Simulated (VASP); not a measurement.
# Be3Hg (Fm-3m) in VASP: a series of runs, part 2 of 2

VASP 6.6.1.

## Step 3: Relaxation of cell and atoms, PBE

This run uses another cell than the first one, of 11.75 Å³/atom, 1.003 times its volume.

INCAR reads:

```
PREC = Accurate ; ENCUT = 600
EDIFF = 1E-7 ; ISMEAR = 0
SIGMA = 0.1 ; LREAL = False
LASPH = True ; NELM = 100
ALGO = Normal ; ISIF = 3
LWAVE = False ; LCHARG = False
GGA = PE ; IBRION = 2
NSW = 100 ; EDIFFG = -0.01
```

KPOINTS reads:

```
Automatic mesh
0
Gamma
  14 14 14
```

POSCAR reads:

```
Be3Hg
1.0
    0.0000000000      2.8639421940      2.8639421940
    2.8639421940      0.0000000000      2.8639421940
    2.8639421940      2.8639421940      0.0000000000
Be Hg
3 1
Direct
    0.2500000000      0.2500000000      0.2500000000
    0.7500000000      0.7500000000      0.7500000000
    0.5000000000      0.5000000000      0.5000000000
    0.0000000000      0.0000000000      0.0000000000
```

Potentials or basis: VASP PAW PBE potentials, release 64 (Be, Hg).

Command:

```console
cat potpaw_PBE.64/Be/POTCAR potpaw_PBE.64/Hg/POTCAR > POTCAR
mpirun -np 1 vasp_std > vasp.out
```

OUTCAR:

```text
PREC = Accurate
   ENCUT = 600
   EDIFF = 1E-7
   ISMEAR = 0
   LREAL = False
   LASPH = True
   NELM = 100
   ISIF = 3
   GGA = PE
   IBRION = 2
   NSW = 100
   EDIFFG = -0.01

 ion  position               nearest neighbor table
   1  0.250  0.250  0.250-   4 2.48   4 2.48   4 2.48   4 2.48
   2  0.750  0.750  0.750-   4 2.48   4 2.48   4 2.48   4 2.48
   3  0.500  0.500  0.500-   4 2.86   4 2.86   4 2.86   4 2.86   4 2.86   4 2.86
   4  0.000  0.000  0.000-   2 2.48   2 2.48   2 2.48   1 2.48   2 2.48   1 2.48   1 2.48   1 2.48
                             3 2.86   3 2.86   3 2.86   3 2.86   3 2.86   3 2.86

  LATTYP: Found a face centered cubic cell.
 ALAT       =     5.7278843880

  Lattice vectors:

 A1 = (   0.0000000000,   2.8639421940,   2.8639421940)
 A2 = (   2.8639421940,   0.0000000000,   2.8639421940)
 A3 = (   2.8639421940,   2.8639421940,   0.0000000000)

Analysis of symmetry for initial positions (statically):
=====================================================================
 Subroutine PRICEL returns:
 Original cell was already a primitive cell.

 Routine SETGRP: Setting up the symmetry group for a
 face centered cubic supercell.

[... 184 lines left out ...]
      5      -2.4683      2.00000
      6      -2.4683      2.00000
      7       6.9635      0.00000
      8       6.9635      0.00000
      9       6.9635      0.00000
     10       8.5679      0.00000
     11       8.5679      0.00000
     12       8.5679      0.00000
     13       9.8642      0.00000
[... 354 lines left out ...]
  band No.  band energies     occupation
      1      -4.5090      2.00000
      2      -3.1679      2.00000
      3      -2.9543      2.00000
      4      -2.9414      2.00000
      5      -2.6109      2.00000
      6      -2.4080      2.00000
      7       2.9836      2.00000
      8       4.6099      2.00000
      9       5.9631      2.00000
     10       6.9183      0.00007
     11       8.6598      0.00000
     12       9.2489      0.00000
     13       9.4802      0.00000

 [... further k-points ...]
[... 5 lines left out ...]
  --------------------------------------------------------------------------------------
  -------------------------------------------------------------------------------------
  Total        0.0118237      0.0118237      0.0118237      0.0000000     -0.0000000      0.0000000
  in kB        0.4032178      0.4032178      0.4032178      0.0000000     -0.0000000      0.0000000
  external PRESSURE =       0.4032178 kB  Pullay stress =       0.0000000 kB

 VOLUME and BASIS-vectors are now :
 -----------------------------------------------------------------------------
  energy-cutoff  :      600.00
  volume of cell :       46.98
      direct lattice vectors                 reciprocal lattice vectors
     0.000000000  2.863942194  2.863942194    -0.174584529  0.174584529  0.174584529
     2.863942194  0.000000000  2.863942194     0.174584529 -0.174584529  0.174584529
     2.863942194  2.863942194  0.000000000     0.174584529  0.174584529 -0.174584529

 POSITION                                       TOTAL-FORCE (eV/Angst)
 -----------------------------------------------------------------------------------
      1.43197      1.43197      1.43197         0.000000     -0.000000      0.000000
      4.29591      4.29591      4.29591        -0.000000      0.000000     -0.000000
      2.86394      2.86394      2.86394        -0.000000      0.000000      0.000000
      0.00000      0.00000      0.00000        -0.000000      0.000000      0.000000
 -----------------------------------------------------------------------------------
    total drift:                                0.000000     -0.000000     -0.000000

  FREE ENERGIE OF THE ION-ELECTRON SYSTEM (eV)
  ---------------------------------------------------
  free  energy   TOTEN  =        -9.3483243702 eV

  energy  without entropy=       -9.3439013868  energy(sigma->0) =       -9.34611288

 reached required accuracy - stopping structural energy minimisation
```

OSZICAR:

```text
N       E                     dE             d eps       ncg     rms          rms(c)
DAV:   1     0.972288403684E+02    0.97229E+02   -0.93462E+03  2712   0.142E+03
DAV:   2    -0.694426564568E+01   -0.10417E+03   -0.97109E+02  2799   0.292E+02
DAV:   3    -0.105287431263E+02   -0.35845E+01   -0.34948E+01  3692   0.552E+01
DAV:   4    -0.105548118182E+02   -0.26069E-01   -0.25962E-01  2977   0.451E+00
DAV:   5    -0.105551391824E+02   -0.32736E-03   -0.32698E-03  3630   0.389E-01    0.924E+00
DAV:   6    -0.938589503235E+01    0.11692E+01   -0.39698E+00  3164   0.316E+01    0.769E+00
DAV:   7    -0.936872823196E+01    0.17167E-01   -0.33601E-01  2847   0.623E+00    0.381E+00
DAV:   8    -0.934946501875E+01    0.19263E-01   -0.13046E-02  3509   0.156E+00    0.455E-01
DAV:   9    -0.934833563477E+01    0.11294E-02   -0.18508E-03  3232   0.657E-01    0.521E-02
DAV:  10    -0.934833712737E+01   -0.14926E-05   -0.18419E-04  3034   0.150E-01    0.586E-02
DAV:  11    -0.934832470473E+01    0.12423E-04   -0.26382E-05  3250   0.598E-02    0.894E-03
DAV:  12    -0.934832446644E+01    0.23830E-06   -0.18891E-06  3129   0.130E-02    0.377E-03
DAV:  13    -0.934832437022E+01    0.96216E-07   -0.16523E-07  2151   0.421E-03
   1 F= -.93483244E+01 E0= -.93461129E+01  d E =-.934832E+01
```

Wall time 54 s (1 thread of Intel Xeon Platinum 8488C (Sapphire Rapids), shared host); peak memory 0.23 GiB.

Results:

```
Free energy             : -9.3483 eV
Pressure after relaxing : 0.0 GPa
Band gap on the k mesh  : zero (band 9 reaches 7.28 eV, above the bottom of band 10 at 5.79 eV)
```

Final structure:
```
CELL_PARAMETERS angstrom
0.00000 2.86394 2.86394
2.86394 0.00000 2.86394
2.86394 2.86394 0.00000
ATOMIC_POSITIONS crystal
Be 0.25000 0.25000 0.25000
Be 0.75000 0.75000 0.75000
Be 0.50000 0.50000 0.50000
Hg 0.00000 0.00000 0.00000
```

Caveat: the relaxation stopped at its first step, so nothing moved; spin-orbit coupling is left out, which moves the levels of the heavy elements.

## Step 4: Single point, PBE

INCAR reads:

```
SYSTEM = Be3Hg
  PREC = Accurate
  ENCUT = 520
  EDIFF = 1E-6
  ISMEAR = 0
  SIGMA = 0.1
  LREAL = .FALSE.
  LASPH = .TRUE.
  NELM = 100
  ALGO = Normal
  ISIF = 2
  LWAVE = .FALSE.
  LCHARG = .FALSE.
  GGA = PE
  NBANDS = 17
```

KPOINTS reads:

```
regular mesh
0
G
  14 14 14
  0 0 0
```

POSCAR reads:

```
Be3Hg
1.0
    0.0000000000      2.8610876134      2.8610876134
    2.8610876134      0.0000000000      2.8610876134
    2.8610876134      2.8610876134      0.0000000000
Be Hg
3 1
Direct
    0.2500000000      0.2500000000      0.2500000000
    0.7500000000      0.7500000000      0.7500000000
    0.5000000000      0.5000000000      0.5000000000
    0.0000000000      0.0000000000      0.0000000000
```

Potentials or basis: VASP PAW PBE potentials, release 64 (Be, Hg).

Command:

```console
cat potpaw_PBE.64/Be/POTCAR potpaw_PBE.64/Hg/POTCAR > POTCAR
mpirun -np 1 vasp_std > vasp.out
```

OUTCAR:

```text
SYSTEM = Be3Hg
   PREC = Accurate
   ENCUT = 520
   EDIFF = 1E-6
   ISMEAR = 0
   LREAL = .FALSE.
   LASPH = .TRUE.
   NELM = 100
   ISIF = 2
   GGA = PE

 ion  position               nearest neighbor table
   1  0.250  0.250  0.250-   4 2.48   4 2.48   4 2.48   4 2.48
   2  0.750  0.750  0.750-   4 2.48   4 2.48   4 2.48   4 2.48
   3  0.500  0.500  0.500-   4 2.86   4 2.86   4 2.86   4 2.86   4 2.86   4 2.86
   4  0.000  0.000  0.000-   2 2.48   2 2.48   1 2.48   1 2.48   2 2.48   1 2.48   2 2.48   1 2.48
                             3 2.86   3 2.86   3 2.86   3 2.86   3 2.86   3 2.86

  LATTYP: Found a face centered cubic cell.
 ALAT       =     5.7221752268

  Lattice vectors:

 A1 = (   0.0000000000,   2.8610876134,   2.8610876134)
 A2 = (   2.8610876134,   0.0000000000,   2.8610876134)
 A3 = (   2.8610876134,   2.8610876134,   0.0000000000)

Analysis of symmetry for initial positions (statically):
=====================================================================
 Subroutine PRICEL returns:
 Original cell was already a primitive cell.

 Routine SETGRP: Setting up the symmetry group for a
 face centered cubic supercell.

 Subroutine GETGRP returns: Found 48 space group operations
 (whereof 48 operations were pure point group operations)
 out of a pool of 48 trial point group operations.

The static configuration has the point symmetry O_h .

Analysis of symmetry for dynamics (positions and initial velocities):
=====================================================================
 Subroutine PRICEL returns:
 Original cell was already a primitive cell.

 Routine SETGRP: Setting up the symmetry group for a
 face centered cubic supercell.

 Subroutine GETGRP returns: Found 48 space group operations
 (whereof 48 operations were pure point group operations)
 out of a pool of 48 trial point group operations.

The dynamic configuration has the point symmetry O_h .

 Subroutine INISYM returns: Found 48 space group operations
 (whereof 48 operations are pure point group operations),
 and found     1 'primitive' translations

[... 114 lines left out ...]
   EFERMI_NEDOS =   21; number of points for ismear=-14 and -15
   IALGO  =     38    algorithm
   IMIX   =      4    mixing-type and parameters
     AMIX     =   0.40;   BMIX     =  1.00
     AMIX_MAG =   1.60;   BMIX_MAG =  1.00
  volume/ion in A,a.u.               =      11.71        79.02
  Fermi-wavevector in a.u.,A,eV,Ry     =   1.190213  2.249176 19.274092  1.416606
  Thomas-Fermi vector in A             =   2.326302
   LORBIT       =      0    0 simple, 1 ext, 2 COOP (PROOUT), +10 PAW based schemes
   GGA     = PE    functional components
   LHFCALC =     F    Hartree Fock is set to
   AEXX    =    0.0000 exact exchange contribution
   IVDW    =     0    specifies the selected vdW correction
   LEPSILON=     F    determine dielectric tensor
   LRPA    =     F    only Hartree local field effects (RPA)
 non-spin polarized calculation
 Gauss-broadening in eV      SIGMA  =   0.10
  energy-cutoff  :      520.00
  volume of cell :       46.84
 maximum number of plane-waves:      1291
   NGX = 15   NGY = 15   NGZ = 15

 number of electron      18.0000002 magnetization

 Free energy of the ion-electron system (eV)
  ---------------------------------------------------
  ext. energy  EPLUGINS =         0.00000000
  ---------------------------------------------------
  free energy    TOTEN  =        -9.34806476 eV

  energy without entropy =       -9.34367675  energy(sigma->0) =       -9.34587076

 E-fermi :   6.6689     XC(G=0): -10.9482

 val. band max:        6.6641846273   @ k =   0.2143   0.1429   0.0000
 cond. band min:       6.6796344767   @ k =   0.1429   0.0000   0.0000
 fundamental gap:      0.0154498495
 Fermi energy:         6.6688529156

 k-point     1 :       0.0000    0.0000    0.0000
  band No.  band energies     occupation
      1      -5.4161      2.00000
      2      -3.1107      2.00000
      3      -3.1107      2.00000
      4      -3.1107      2.00000
      5      -2.4529      2.00000
      6      -2.4529      2.00000
[... 457 lines left out ...]
      4      -2.9287      2.00000
      5      -2.5966      2.00000
      6      -2.3922      2.00000
[... 9 lines left out ...]
     16      13.2551      0.00000
     17      14.9418      0.00000

 [... further k-points ...]
[... 5 lines left out ...]
  --------------------------------------------------------------------------------------
  -------------------------------------------------------------------------------------
  Total        0.0941951      0.0941951      0.0941951     -0.0000000     -0.0000000      0.0000000
  in kB        3.2219247      3.2219247      3.2219247     -0.0000000     -0.0000000      0.0000000
  external PRESSURE =       3.2219247 kB  Pullay stress =       0.0000000 kB

 VOLUME and BASIS-vectors are now :
 -----------------------------------------------------------------------------
  energy-cutoff  :      520.00
  volume of cell :       46.84
      direct lattice vectors                 reciprocal lattice vectors
     0.000000000  2.861087613  2.861087613    -0.174758717  0.174758717  0.174758717
     2.861087613  0.000000000  2.861087613     0.174758717 -0.174758717  0.174758717
     2.861087613  2.861087613  0.000000000     0.174758717  0.174758717 -0.174758717

 POSITION                                       TOTAL-FORCE (eV/Angst)
 -----------------------------------------------------------------------------------
      1.43054      1.43054      1.43054        -0.000000     -0.000000     -0.000000
      4.29163      4.29163      4.29163         0.000000      0.000000      0.000000
      2.86109      2.86109      2.86109        -0.000000      0.000000     -0.000000
      0.00000      0.00000      0.00000        -0.000000      0.000000     -0.000000
 -----------------------------------------------------------------------------------
    total drift:                                0.000000     -0.000000     -0.000000

  FREE ENERGIE OF THE ION-ELECTRON SYSTEM (eV)
  ---------------------------------------------------
  free  energy   TOTEN  =        -9.3480647650 eV

  energy  without entropy=       -9.3436767460  energy(sigma->0) =       -9.34587076
```

OSZICAR:

```text
N       E                     dE             d eps       ncg     rms          rms(c)
DAV:   1     0.866504283963E+02    0.86650E+02   -0.84304E+03  3592   0.967E+02
DAV:   2    -0.797367631503E+01   -0.94624E+02   -0.86229E+02  3915   0.225E+02
DAV:   3    -0.105542179034E+02   -0.25805E+01   -0.25545E+01  4749   0.377E+01
DAV:   4    -0.105636750819E+02   -0.94572E-02   -0.93271E-02  3981   0.218E+00
DAV:   5    -0.105637027995E+02   -0.27718E-04   -0.27708E-04  4613   0.129E-01    0.929E+00
DAV:   6    -0.939259874765E+01    0.11711E+01   -0.27237E+00  4440   0.242E+01    0.774E+00
DAV:   7    -0.936891675318E+01    0.23682E-01   -0.27114E-01  3716   0.443E+00    0.381E+00
DAV:   8    -0.934903028690E+01    0.19886E-01   -0.98222E-03  4520   0.101E+00    0.474E-01
DAV:   9    -0.934808032000E+01    0.94997E-03   -0.80329E-04  4446   0.393E-01    0.718E-02
DAV:  10    -0.934807316005E+01    0.71600E-05   -0.14023E-04  3827   0.106E-01    0.597E-02
DAV:  11    -0.934806502213E+01    0.81379E-05   -0.81090E-06  4562   0.265E-02    0.145E-02
DAV:  12    -0.934806476499E+01    0.25714E-06   -0.14617E-06  2640   0.859E-03
   1 F= -.93480648E+01 E0= -.93458708E+01  d E =-.438802E-02
```

stdout:

```text
POSCAR found type information on POSCAR BeHg
 POSCAR found :  2 types and       4 ions
 scaLAPACK will be used
 LDA part: xc-table for (Slater+PW92), standard interpolation
 POSCAR, INCAR and KPOINTS ok, starting setup
 FFT: planning ... GRIDC
 FFT: planning ... GRID_SOFT
 FFT: planning ... GRID
 WAVECAR not read
 entering main loop
```

It took 62 s on 1 thread of Intel Xeon Platinum 8488C (Sapphire Rapids), shared host; peak memory 0.23 GiB.

What came out:

```yaml
Free_energy: -9.3481 eV
Pressure: 0.3 GPa
Band_gap_on_the_k_mesh: zero (band 9 reaches 7.31 eV, above the bottom of band 10 at 5.83 eV)
```

Levels at points of the mesh, in eV from the Fermi level:
```tsv
k point	band 5	band 6	band 7	band 8	band 9	band 10	band 11	band 12	band 13	band 14
(0.00, 0.00, 0.00)	-9.12	-9.12	0.32	0.32	0.32	1.93	1.93	1.93	3.23	3.23
(0.50, 0.00, 0.00)	-9.05	-8.17	-8.08	-0.69	-0.69	0.30	0.30	1.82	3.07	7.79
(0.50, 0.50, 0.00)	-8.93	-7.25	-7.10	-4.50	-4.50	-0.84	0.99	6.87	6.87	7.49
```

Caveat: spin-orbit coupling is left out, which moves the levels of the heavy elements.
